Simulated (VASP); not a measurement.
# LiSc (P4/mmm) in VASP: single point with LDA

Aim: the single point of LiSc with LDA.

Everything below comes from runs of VASP 6.6.1. Logs are shortened: lines on timing, memory, paths and dates and some standing lists are left out, and cuts for length are marked.

**1. The cell of the first run**

It takes space group P4/mmm (No. 123, tetragonal). The conventional cell has a = 2.884 Å, b = 2.884 Å, c = 4.846 Å, α = 90.00°, β = 90.00°, γ = 90.00°. Within 3.8 Å of Li (site symmetry 4/mmm) lie 4 Li at 2.88 Å and 8 Sc at 3.17 Å. Within 3.8 Å of Sc (site symmetry 4/mmm) lie 4 Sc at 2.88 Å and 8 Li at 3.17 Å.

**2. Single point, LDA**

The input, INCAR:

```
SYSTEM = LiSc
PREC = Accurate ; ENCUT = 750
EDIFF = 1E-6 ; ISMEAR = -1
SIGMA = 0.05 ; LREAL = .FALSE.
LASPH = .TRUE. ; NELM = 120
ALGO = Normal ; ISIF = 2
LWAVE = .FALSE. ; LCHARG = .FALSE.
NBANDS = 38 ; GGA_COMPAT = .FALSE.
```

The input, KPOINTS:

```
Automatic mesh
0
G
  9 9 9
  0 0 0
```

The input, POSCAR:

```
LiSc
1.0
    0.0000000000      4.8456802967      4.0789457516
    4.0789457516      0.0000000000      4.0789457516
    4.0789457516      4.8456802967      0.0000000000
Li Sc
4 4
Direct
    0.0000000000      0.0000000000      0.0000000000
    0.0000000000      0.5000000000      0.0000000000
    0.5000000000      0.0000000000      0.5000000000
    0.5000000000      0.5000000000      0.5000000000
    0.0000000000      0.0000000000      0.5000000000
    0.0000000000      0.5000000000      0.5000000000
    0.5000000000      0.0000000000      0.0000000000
    0.5000000000      0.5000000000      0.0000000000
```

Potentials or basis: VASP PAW LDA potentials, release 64 (Li_sv, Sc_sv).

Launch:

```sh
> cat potpaw_LDA.64/Li_sv/POTCAR potpaw_LDA.64/Sc_sv/POTCAR > POTCAR
> mpirun -np 1 vasp_std > vasp.out
```

OUTCAR:

```text
SYSTEM = LiSc
   PREC = Accurate
   ENCUT = 750
   EDIFF = 1E-6
   ISMEAR = -1
   LREAL = .FALSE.
   LASPH = .TRUE.
   NELM = 120
   ISIF = 2

 ion  position               nearest neighbor table
   1  0.000  0.000  0.000-
   2  0.000  0.500  0.000-
   3  0.500  0.000  0.500-
   4  0.500  0.500  0.500-
   5  0.000  0.000  0.500-   6 2.88   7 2.88   6 2.88   7 2.88
   6  0.000  0.500  0.500-   5 2.88   8 2.88   5 2.88   8 2.88
   7  0.500  0.000  0.000-   8 2.88   5 2.88   8 2.88   5 2.88
   8  0.500  0.500  0.000-   7 2.88   6 2.88   7 2.88   6 2.88

  LATTYP: Found a body centered tetragonal cell.
 ALAT       =     5.7685004021
 C/A-ratio  =     1.6800485252

  Lattice vectors:

 A1 = (   0.0000000000,  -4.8456802967,   4.0789457516)
 A2 = (   0.0000000000,  -4.8456802967,  -4.0789457516)
 A3 = (   4.0789457516,   4.8456802967,   0.0000000000)

Analysis of symmetry for initial positions (statically):
=====================================================================
 Subroutine PRICEL returns following result:

  LATTYP: Found a simple tetragonal cell.
 ALAT       =     2.8842502010
 C/A-ratio  =     1.6800485252

  Lattice vectors:

 A1 = (  -2.0394728758,   0.0000000000,  -2.0394728758)
 A2 = (  -2.0394728758,   0.0000000000,   2.0394728758)
 A3 = (   0.0000000000,   4.8456802967,   0.0000000000)

   4 primitive cells build up your supercell.

 Routine SETGRP: Setting up the symmetry group for a
 body centered tetragonal supercell.

 Subroutine GETGRP returns: Found 16 space group operations
 (whereof 16 operations were pure point group operations)
 out of a pool of 16 trial point group operations.

The static configuration has the point symmetry D_4h.

Analysis of symmetry for dynamics (positions and initial velocities):
=====================================================================
 Subroutine PRICEL returns following result:

  LATTYP: Found a simple tetragonal cell.
 ALAT       =     2.8842502010
 C/A-ratio  =     1.6800485252

  Lattice vectors:

 A1 = (  -2.0394728758,   0.0000000000,  -2.0394728758)
 A2 = (  -2.0394728758,   0.0000000000,   2.0394728758)
[... 109 lines left out ...]
   ENCUT  =  750.0 eV  55.12 Ry    7.42 a.u.  14.14 12.88 14.14*2*pi/ulx,y,z
   NELM   =    120;   NELMIN=  2; NELMDL= -5     # of ELM steps
   EDIFF  = 0.1E-05   stopping-criterion for ELM
   LREAL  =      F    real-space projection
   EDIFFG = 0.1E-04   stopping-criterion for IOM
   NSW    =      0    number of steps for IOM
   IBRION =     -1    ionic relax: 0-MD 1-quasi-New 2-CG
   NFREE  =      0    steps in history (QN), initial steepest desc. (CG)
   ISIF   =      2    stress and relaxation
   ISYM   =      2    0-nonsym 1-usesym 2-fastsym
   POTIM  = 0.5000    time-step for ionic-motion
   TEBEG  =    0.0;   TEEND  =   0.0 temperature during run
   PSTRESS=    0.0 pullay stress
   NELECT =      56.0000    total number of electrons
   NUPDOWN=      -1.0000    fix difference up-down
   EMIN   =  10.00;   EMAX   =-10.00  energy-range for DOS
   EFERMI =   0.00;   METHOD = LEGACY
   ISMEAR =    -1;   SIGMA  =   0.05  broadening in eV -4-tet -1-fermi 0-gaus
   EFERMI_NEDOS =   21; number of points for ismear=-14 and -15
   IALGO  =     38    algorithm
   IMIX   =      4    mixing-type and parameters
     AMIX     =   0.40;   BMIX     =  1.00
     AMIX_MAG =   1.60;   BMIX_MAG =  1.00
  volume/ion in A,a.u.               =      20.16       136.02
  Fermi-wavevector in a.u.,A,eV,Ry     =   1.150740  2.174584 18.016877  1.324203
  Thomas-Fermi vector in A             =   2.287402
   LORBIT       =      0    0 simple, 1 ext, 2 COOP (PROOUT), +10 PAW based schemes
   GGA     = CA    functional components
   LHFCALC =     F    Hartree Fock is set to
   AEXX    =    0.0000 exact exchange contribution
   IVDW    =     0    specifies the selected vdW correction
   LEPSILON=     F    determine dielectric tensor
   LRPA    =     F    only Hartree local field effects (RPA)
 non-spin polarized calculation
  energy-cutoff  :      750.00
  volume of cell :      161.24
 maximum number of plane-waves:      7550
 NGX is ok and might be reduce to    60
   NGX = 29   NGY = 25   NGZ = 29

 number of electron      56.0000006 magnetization

 Free energy of the ion-electron system (eV)
  ---------------------------------------------------
  ext. energy  EPLUGINS =         0.00000000
  ---------------------------------------------------
  free energy    TOTEN  =       -33.12965575 eV

  energy without entropy =      -33.06404333  energy(sigma->0) =      -33.09684954

 E-fermi :   2.6548     XC(G=0):  -9.2002

 val. band max:        2.6516748815   @ k =   0.4444   0.3333   0.1111
 cond. band min:       2.6561692451   @ k =  -0.2222   0.2222   0.0000
 fundamental gap:      0.0044943635
 Fermi energy:         2.6547639287

 k-point     1 :       0.0000    0.0000    0.0000
  band No.  band energies     occupation
      1     -46.2435      2.00000
      2     -46.1537      2.00000
      3     -46.1537      2.00000
      4     -46.0678      2.00000
      5     -42.0909      2.00000
      6     -42.0772      2.00000
[... 973 lines left out ...]
     37       4.4139      0.00000
     38       4.4517      0.00000

 [... further k-points ...]

------------------------ aborting loop because EDIFF is reached ----------------------------------------

  FORCE on cell =-STRESS in cart. coord.  units (eV):
  Direction    XX          YY          ZZ          XY          YZ          ZX
  --------------------------------------------------------------------------------------
  -------------------------------------------------------------------------------------
  Total       -0.0171630     -0.0855000     -0.0171630     -0.0000000     -0.0000000      0.0000000
  in kB       -0.1705391     -0.8495640     -0.1705391     -0.0000000     -0.0000000      0.0000000
  external PRESSURE =      -0.3968808 kB  Pullay stress =       0.0000000 kB

 VOLUME and BASIS-vectors are now :
 -----------------------------------------------------------------------------
  energy-cutoff  :      750.00
  volume of cell :      161.24
      direct lattice vectors                 reciprocal lattice vectors
     0.000000000  4.845680297  4.078945752    -0.122580694  0.103184686  0.122580694
     4.078945752  0.000000000  4.078945752     0.122580694 -0.103184686  0.122580694
     4.078945752  4.845680297  0.000000000     0.122580694  0.103184686 -0.122580694

 POSITION                                       TOTAL-FORCE (eV/Angst)
 -----------------------------------------------------------------------------------
      0.00000      0.00000      0.00000        -0.000000      0.000000     -0.000000
      2.03947      0.00000      2.03947         0.000000      0.000000     -0.000000
      2.03947      4.84568      2.03947         0.000000     -0.000000     -0.000000
      4.07895      4.84568      4.07895         0.000000     -0.000000      0.000000
      2.03947      2.42284      0.00000        -0.000000      0.000000     -0.000000
      4.07895      2.42284      2.03947        -0.000000      0.000000      0.000000
      0.00000      2.42284      2.03947         0.000000      0.000000     -0.000000
      2.03947      2.42284      4.07895         0.000000     -0.000000     -0.000000
 -----------------------------------------------------------------------------------
    total drift:                               -0.000000     -0.000000     -0.000000

  FREE ENERGIE OF THE ION-ELECTRON SYSTEM (eV)
  ---------------------------------------------------
  free  energy   TOTEN  =       -33.1296557490 eV

  energy  without entropy=      -33.0640433323  energy(sigma->0) =      -33.09684954
```

OSZICAR:

```text
N       E                     dE             d eps       ncg     rms          rms(c)
DAV:   1     0.116461727031E+04    0.11646E+04   -0.28041E+04  5700   0.200E+03
DAV:   2     0.720495478948E+02   -0.10926E+04   -0.10750E+04  7956   0.731E+02
DAV:   3    -0.210217498656E+02   -0.93071E+02   -0.90265E+02  9070   0.279E+02
DAV:   4    -0.336665462309E+02   -0.12645E+02   -0.12242E+02 10786   0.779E+01
DAV:   5    -0.370241664709E+02   -0.33576E+01   -0.33254E+01 11056   0.305E+01    0.116E+01
DAV:   6    -0.333263237226E+02    0.36978E+01   -0.26756E+01 10008   0.339E+01    0.282E+00
DAV:   7    -0.331986769471E+02    0.12765E+00   -0.95800E-01  9936   0.795E+00    0.167E+00
DAV:   8    -0.331306944037E+02    0.67983E-01   -0.19594E-01 10624   0.320E+00    0.348E-01
DAV:   9    -0.331297426467E+02    0.95176E-03   -0.15012E-02  9992   0.118E+00    0.136E-01
DAV:  10    -0.331296407916E+02    0.10186E-03   -0.18079E-03 11264   0.327E-01    0.380E-02
DAV:  11    -0.331296546319E+02   -0.13840E-04   -0.20292E-04 10440   0.845E-02    0.171E-02
DAV:  12    -0.331296559139E+02   -0.12819E-05   -0.41754E-05 10728   0.439E-02    0.506E-03
DAV:  13    -0.331296557490E+02    0.16490E-06   -0.83042E-06  7360   0.187E-02
   1 F= -.33129656E+02 E0= -.33096850E+02  d E =-.656124E-01
```

It took 9.8 min on 1 thread of Intel Xeon 6975P-C (Granite Rapids), shared host; peak memory 0.75 GiB.

What came out:

| Item | Value |
| --- | --- |
| Free energy | -33.1297 eV |
| Pressure | 0.0 GPa |
| Band gap on the k mesh | zero (bands 28 and 29 overlap by 0.44 eV) |

Levels at points of the mesh, in eV from the Fermi level:
```tsv
k point	band 25	band 26	band 27	band 28	band 29	band 30	band 31	band 32
(0.00, 0.00, 0.00)	-0.73	-0.42	-0.42	-0.31	0.14	0.14	0.49	0.55
```
